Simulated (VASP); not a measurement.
# In2S (P-3m1) in VASP: notebook

In2S is run at these levels: PBE; tasks: single point.

Everything below comes from runs of VASP 6.6.1. Logs are shortened: lines on timing, memory, paths and dates and some standing lists are left out, and cuts for length are marked.

## Step 1: The cell of the first run

Symmetry: P-3m1, No. 164, trigonal system. The conventional cell has a = 3.923 Å, b = 3.923 Å, c = 5.912 Å, α = 90.00°, β = 90.00°, γ = 120.00°. Within 4.2 Å of In (site symmetry 3m) lie 3 S at 2.85 Å and 12 In at 3.33 to 4.14 Å. S (site symmetry -3m) has 6 In at 2.85 Å and 6 S at 3.92 Å within 4.0 Å.

The cell was built from a structure type or drawn by symmetry, and may not be a known phase.

## Step 2: Single point, PBE

File INCAR:

```
SYSTEM = In2S
  PREC = Accurate
  ENCUT = 500
  EDIFF = 1E-6
  ISMEAR = 0
  SIGMA = 0.15
  LREAL = .False.
  LASPH = .True.
  NELM = 120
  ALGO = Normal
  ISIF = 2
  LWAVE = .False.
  LCHARG = .False.
  GGA = PE
  NBANDS = 23
  GGA_COMPAT = .False.
```

File KPOINTS:

```
regular mesh
0
Gamma
  5 5 2
  0 0 0
```

File POSCAR:

```
In2S
1.0
    3.9227789736      0.0000000000      0.0000000000
   -1.9613894868      3.3972262446      0.0000000000
    0.0000000000      0.0000000000      5.9121858628
In S
2 1
Direct
    0.6666666667      0.3333333333      0.7068275292
    0.3333333333      0.6666666667      0.2931724708
    0.0000000000      0.0000000000      0.0000000000
```

Potentials or basis: VASP PAW PBE potentials, release 64 (In_d, S).

Started as:

```bash
> cat potpaw_PBE.64/In_d/POTCAR potpaw_PBE.64/S/POTCAR > POTCAR
> mpirun -np 1 vasp_std > vasp.out
```

OUTCAR:

```text
SYSTEM = In2S
   PREC = Accurate
   ENCUT = 500
   EDIFF = 1E-6
   ISMEAR = 0
   LREAL = .False.
   LASPH = .True.
   NELM = 120
   ISIF = 2
   GGA = PE

 ion  position               nearest neighbor table
   1  0.667  0.333  0.707-   3 2.85   3 2.85   3 2.85   2 3.33   2 3.33   2 3.33
   2  0.333  0.667  0.293-   3 2.85   3 2.85   3 2.85   1 3.33   1 3.33   1 3.33
   3  0.000  0.000  0.000-   1 2.85   2 2.85   1 2.85   2 2.85   1 2.85   2 2.85

  LATTYP: Found a hexagonal cell.
 ALAT       =     3.9227789736
 C/A-ratio  =     1.5071422332

  Lattice vectors:

 A1 = (   3.9227789736,   0.0000000000,   0.0000000000)
 A2 = (  -1.9613894868,   3.3972262446,   0.0000000000)
 A3 = (   0.0000000000,   0.0000000000,   5.9121858628)

Analysis of symmetry for initial positions (statically):
=====================================================================
 Subroutine PRICEL returns:
 Original cell was already a primitive cell.

 Routine SETGRP: Setting up the symmetry group for a
 hexagonal supercell.

 Subroutine GETGRP returns: Found 12 space group operations
 (whereof 12 operations were pure point group operations)
 out of a pool of 24 trial point group operations.

The static configuration has the point symmetry D_3d.

Analysis of symmetry for dynamics (positions and initial velocities):
=====================================================================
 Subroutine PRICEL returns:
 Original cell was already a primitive cell.

 Routine SETGRP: Setting up the symmetry group for a
 hexagonal supercell.

 Subroutine GETGRP returns: Found 12 space group operations
 (whereof 12 operations were pure point group operations)
 out of a pool of 24 trial point group operations.

The dynamic configuration has the point symmetry D_3d.

 Subroutine INISYM returns: Found 12 space group operations
 (whereof 12 operations are pure point group operations),
 and found     1 'primitive' translations

----------------------------------------------------------------------------------------

                                     Primitive cell

  volume of cell :      78.7891

  direct lattice vectors                    reciprocal lattice vectors
     3.922778974  0.000000000  0.000000000     0.254921322  0.147178894  0.000000000
    -1.961389487  3.397226245  0.000000000     0.000000000  0.294357787  0.000000000
     0.000000000  0.000000000  5.912185863     0.000000000  0.000000000  0.169142179

  length of vectors
     3.922778974  3.922778974  5.912185863     0.294357787  0.294357787  0.169142179

  position of ions in fractional coordinates (direct lattice)
     0.666666667  0.333333333  0.706827529
     0.333333333  0.666666667  0.293172471
     0.000000000  0.000000000  0.000000000

  ion indices of the primitive-cell ions
   primitive index   ion index
                 1           1
                 2           2
                 3           3

----------------------------------------------------------------------------------------

 KPOINTS: regular mesh

Automatic generation of k-mesh.
 Grid dimensions read from file:
 generate k-points for:    5    5    2

 Generating k-lattice:

  Cartesian coordinates                     Fractional coordinates (reciprocal lattice)
     0.050984264  0.029435779  0.000000000     0.200000000  0.000000000  0.000000000
     0.000000000  0.058871557  0.000000000     0.000000000  0.200000000  0.000000000
     0.000000000  0.000000000  0.084571090     0.000000000  0.000000000  0.500000000

  Length of vectors
     0.058871557  0.058871557  0.084571090

  Shift w.r.t. Gamma in fractional coordinates (k-lattice)
     0.000000000  0.000000000  0.000000000

 Subroutine IBZKPT returns following result:
 ===========================================

 Found     10 irreducible k-points:

 Following reciprocal coordinates:
            Coordinates               Weight
  0.000000  0.000000  0.000000      1.000000
  0.200000  0.000000  0.000000      6.000000
  0.400000  0.000000  0.000000      6.000000
  0.200000  0.200000  0.000000      6.000000
  0.400000  0.200000  0.000000      6.000000
  0.000000  0.000000  0.500000      1.000000
  0.200000  0.000000  0.500000      6.000000
  0.400000  0.000000  0.500000      6.000000
  0.200000  0.200000  0.500000      6.000000
  0.400000  0.200000  0.500000      6.000000
   k-points           NKPTS =     10   k-points in BZ     NKDIM =     10   number of bands    NBANDS=     23
   number of dos      NEDOS =    301   number of ions     NIONS =      3
   total plane-waves  NPLWV =  43200
   dimension x,y,z NGX =    30 NGY =   30 NGZ =   48
   dimension x,y,z NGXF=    60 NGYF=   60 NGZF=   96
   ions per type =               2   1
   NGX,Y,Z   is equivalent  to a cutoff of  12.71, 12.71, 13.50 a.u.
   NGXF,Y,Z  is equivalent  to a cutoff of  25.43, 25.43, 26.99 a.u.
 SYSTEM =  In2S
   PREC   = accura    normal or accurate (medium, high low for compatibility)
   ISTART =      0    job   : 0-new  1-cont  2-samecut
   ICHARG =      2    charge: 1-file 2-atom 10-const
   ISPIN  =      1    spin polarized calculation?
   LNONCOLLINEAR =      F non collinear calculations
   LSORBIT =      F    spin-orbit coupling
   LASPH  =      T    aspherical Exc in radial PAW
   ENCUT  =  500.0 eV  36.75 Ry    6.06 a.u.   7.15  7.15 10.78*2*pi/ulx,y,z
   NELM   =    120;   NELMIN=  2; NELMDL= -5     # of ELM steps
   EDIFF  = 0.1E-05   stopping-criterion for ELM
   LREAL  =      F    real-space projection
   EDIFFG = 0.1E-04   stopping-criterion for IOM
   NSW    =      0    number of steps for IOM
   IBRION =     -1    ionic relax: 0-MD 1-quasi-New 2-CG
   NFREE  =      0    steps in history (QN), initial steepest desc. (CG)
   ISIF   =      2    stress and relaxation
   ISYM   =      2    0-nonsym 1-usesym 2-fastsym
   POTIM  = 0.5000    time-step for ionic-motion
   TEBEG  =    0.0;   TEEND  =   0.0 temperature during run
   PSTRESS=    0.0 pullay stress
   NELECT =      32.0000    total number of electrons
   NUPDOWN=      -1.0000    fix difference up-down
   EMIN   =  10.00;   EMAX   =-10.00  energy-range for DOS
   EFERMI =   0.00;   METHOD = LEGACY
   ISMEAR =     0;   SIGMA  =   0.15  broadening in eV -4-tet -1-fermi 0-gaus
   EFERMI_NEDOS =   21; number of points for ismear=-14 and -15
   IALGO  =     38    algorithm
   IMIX   =      4    mixing-type and parameters
     AMIX     =   0.40;   BMIX     =  1.00
     AMIX_MAG =   1.60;   BMIX_MAG =  1.00
  volume/ion in A,a.u.               =      26.26       177.23
  Fermi-wavevector in a.u.,A,eV,Ry     =   1.212372  2.291052 19.998479  1.469847
  Thomas-Fermi vector in A             =   2.347858
   LORBIT       =      0    0 simple, 1 ext, 2 COOP (PROOUT), +10 PAW based schemes
   GGA     = PE    functional components
   LHFCALC =     F    Hartree Fock is set to
   AEXX    =    0.0000 exact exchange contribution
   IVDW    =     0    specifies the selected vdW correction
   LEPSILON=     F    determine dielectric tensor
   LRPA    =     F    only Hartree local field effects (RPA)
 non-spin polarized calculation
 Gauss-broadening in eV      SIGMA  =   0.15
  energy-cutoff  :      500.00
  volume of cell :       78.79
 maximum number of plane-waves:      2014
 NGX is ok and might be reduce to    30
   NGX = 15   NGY = 15   NGZ = 21

 number of electron      32.0000000 magnetization

 Free energy of the ion-electron system (eV)
  ---------------------------------------------------
  ext. energy  EPLUGINS =         0.00000000
  ---------------------------------------------------
  free energy    TOTEN  =       -10.14210816 eV

  energy without entropy =      -10.13497869  energy(sigma->0) =      -10.13854342

 E-fermi :   5.9098     XC(G=0):  -9.6058

 val. band max:        5.6541186678   @ k =   0.4000   0.2000   0.0000
 cond. band min:       6.0090387098   @ k =   0.4000   0.0000   0.0000
 fundamental gap:      0.3549200420
 Fermi energy:         5.9098221192

 k-point     1 :       0.0000    0.0000    0.0000
  band No.  band energies     occupation
      1      -8.5266      2.00000
      2      -8.5266      2.00000
      3      -8.4815      2.00000
      4      -8.4815      2.00000
      5      -8.4804      2.00000
      6      -8.3986      2.00000
[... 15 lines left out ...]
     22      13.5665      0.00000
     23      13.9703      0.00000

 k-point     2 :       0.2000    0.0000    0.0000
  band No.  band energies     occupation
      1      -8.5770      2.00000
      2      -8.5261      2.00000
      3      -8.4995      2.00000
      4      -8.4618      2.00000
      5      -8.4494      2.00000
      6      -8.4283      2.00000
[... 15 lines left out ...]
     22      12.1802      0.00000
     23      12.7495      0.00000

 k-point     3 :       0.4000    0.0000    0.0000
  band No.  band energies     occupation
      1      -8.7201      2.00000
      2      -8.5370      2.00000
      3      -8.5156      2.00000
      4      -8.4834      2.00000
      5      -8.3954      2.00000
      6      -8.3925      2.00000
[... 15 lines left out ...]
     22      11.7319      0.00000
     23      12.5318      0.00000

 k-point     4 :       0.2000    0.2000    0.0000
  band No.  band energies     occupation
      1      -8.6988      2.00000
      2      -8.5353      2.00000
      3      -8.4979      2.00000
      4      -8.4554      2.00000
      5      -8.4273      2.00000
      6      -8.4093      2.00000
[... 15 lines left out ...]
     22      12.3573      0.00000
     23      13.9563      0.00000

 k-point     5 :       0.4000    0.2000    0.0000
  band No.  band energies     occupation
      1      -8.7737      2.00000
      2      -8.5200      2.00000
      3      -8.4754      2.00000
      4      -8.4722      2.00000
      5      -8.4222      2.00000
      6      -8.4053      2.00000
[... 70 lines left out ...]
 k-point     8 :       0.4000    0.0000    0.5000
  band No.  band energies     occupation
      1      -8.7129      2.00000
      2      -8.5414      2.00000
      3      -8.5062      2.00000
      4      -8.4931      2.00000
      5      -8.4205      2.00000
      6      -8.3973      2.00000
[... 15 lines left out ...]
     22      12.6046      0.00000
     23      13.3268      0.00000

 k-point     9 :       0.2000    0.2000    0.5000
  band No.  band energies     occupation
      1      -8.6916      2.00000
      2      -8.5239      2.00000
      3      -8.4854      2.00000
      4      -8.4539      2.00000
      5      -8.4521      2.00000
      6      -8.4311      2.00000
[... 15 lines left out ...]
     22      11.8389      0.00000
     23      14.1877      0.00000

 k-point    10 :       0.4000    0.2000    0.5000
  band No.  band energies     occupation
      1      -8.6791      2.00000
      2      -8.5422      2.00000
      3      -8.5150      2.00000
      4      -8.4728      2.00000
      5      -8.4476      2.00000
      6      -8.4078      2.00000
[... 15 lines left out ...]
     22      12.1640      0.00000
     23      13.5001      0.00000

------------------------ aborting loop because EDIFF is reached ----------------------------------------

  FORCE on cell =-STRESS in cart. coord.  units (eV):
  Direction    XX          YY          ZZ          XY          YZ          ZX
  --------------------------------------------------------------------------------------
  -------------------------------------------------------------------------------------
  Total        0.0304292      0.0304292      0.0763546      0.0000000      0.0000000      0.0000000
  in kB        0.6187770      0.6187770      1.5526703      0.0000000      0.0000000      0.0000000
  external PRESSURE =       0.9300748 kB  Pullay stress =       0.0000000 kB

 VOLUME and BASIS-vectors are now :
 -----------------------------------------------------------------------------
  energy-cutoff  :      500.00
  volume of cell :       78.79
      direct lattice vectors                 reciprocal lattice vectors
     3.922778974  0.000000000  0.000000000     0.254921322  0.147178894  0.000000000
    -1.961389487  3.397226245  0.000000000     0.000000000  0.294357787  0.000000000
     0.000000000  0.000000000  5.912185863     0.000000000  0.000000000  0.169142179

 POSITION                                       TOTAL-FORCE (eV/Angst)
 -----------------------------------------------------------------------------------
      1.96139      1.13241      4.17890         0.000000     -0.000000      0.054008
     -0.00000      2.26482      1.73329        -0.000000      0.000000     -0.054008
      0.00000      0.00000      0.00000         0.000000      0.000000      0.000000
 -----------------------------------------------------------------------------------
    total drift:                                0.000000     -0.000000      0.000000

  FREE ENERGIE OF THE ION-ELECTRON SYSTEM (eV)
  ---------------------------------------------------
  free  energy   TOTEN  =       -10.1421081551 eV

  energy  without entropy=      -10.1349786869  energy(sigma->0) =      -10.13854342
```

Wall time 20 s (1 thread of Intel Xeon Platinum 8488C (Sapphire Rapids), shared host); peak memory 0.19 GiB.

Results:

```
Free energy            : -10.1421 eV
Pressure               : 0.1 GPa
Largest force          : 0.054 eV/Å
Band gap on the k mesh : zero (bands 16 and 17 overlap by 1.57 eV)
```

Forces on the atoms (eV/Å):
```
In   0.000  0.000  0.054
In   0.000  0.000 -0.054
S    0.000  0.000  0.000
```

Caveat: the k points lie up to 0.53 Å⁻¹ apart, too coarse for converged energies and pressures of a metal; spin-orbit coupling is left out, which moves the levels of the heavy elements.

[end of part 1 of 2]
